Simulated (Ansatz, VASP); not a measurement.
# One calculation of Li2Se, two programs

Contents of INCAR:

```
PREC = Accurate
ENCUT = 750
EDIFF = 1E-6
ISMEAR = 0
SIGMA = 0.02
LREAL = False
LASPH = True
NELM = 120
ALGO = Normal
ISIF = 2
LWAVE = False
LCHARG = False
GGA = PE
NBANDS = 13
GGA_COMPAT = False
```

The input KPOINTS:

```
regular mesh
0
Gamma
  8 8 8
```

Contents of POSCAR:

```
Li2Se
1.0
    0.0000000000      3.0994210467      3.0994210467
    3.0994210467      0.0000000000      3.0994210467
    3.0994210467      3.0994210467      0.0000000000
Li Se
2 1
Direct
    0.2500000000      0.2500000000      0.2500000000
    0.7500000000      0.7500000000      0.7500000000
    0.0000000000      0.0000000000      0.0000000000
```

Input for Ansatz:

```yaml
crystal:
  lattice:
    - [0.0, 3.0994210467, 3.0994210467]
    - [3.0994210467, 0.0, 3.0994210467]
    - [3.0994210467, 3.0994210467, 0.0]
  atoms:
    - { symbol: Li, position: [0.25, 0.25, 0.25] }
    - { symbol: Li, position: [0.75, 0.75, 0.75] }
    - { symbol: Se, position: [0.0, 0.0, 0.0] }
basis:
  ecutwfc: 420
kpoints:
  mp_grid: { grid: [8, 8, 8] }
hamiltonian:
  xc: pbe
scf:
  occupations: { method: gaussian, width: 0.02 }
output:
  forces: true
  stress: true
  eigenvalues: true
```

Alike in both runs: task single point; functional PBE; k mesh 8 × 8 × 8; occupations gaussian, width 0.02 eV; no spin polarisation.

|  | VASP | Ansatz |
| --- | --- | --- |
| version | VASP 6.6.1 | Ansatz 0.2.0 |
| potentials or method | VASP PAW PBE potentials, release 64 (Li_sv, Se), cutoff 750 eV | scalar-relativistic, plane waves, PAW |
| valence electrons in the cell | 12 | 22 |

|  | VASP | Ansatz | Ansatz less VASP |
| --- | --- | --- | --- |
| gap on the k mesh at the Fermi level (eV) | 3.00 | 3.00 | -0.003 |
| least direct gap on the mesh (eV) | 3.00 | 3.00 | -0.003 |
| pressure (GPa) | -2.7 | -2.7 | +0.06 |

VASP's potentials hold 12 valence electrons a cell and Ansatz's 22, so a difference there can come from the potentials and not from the codes.
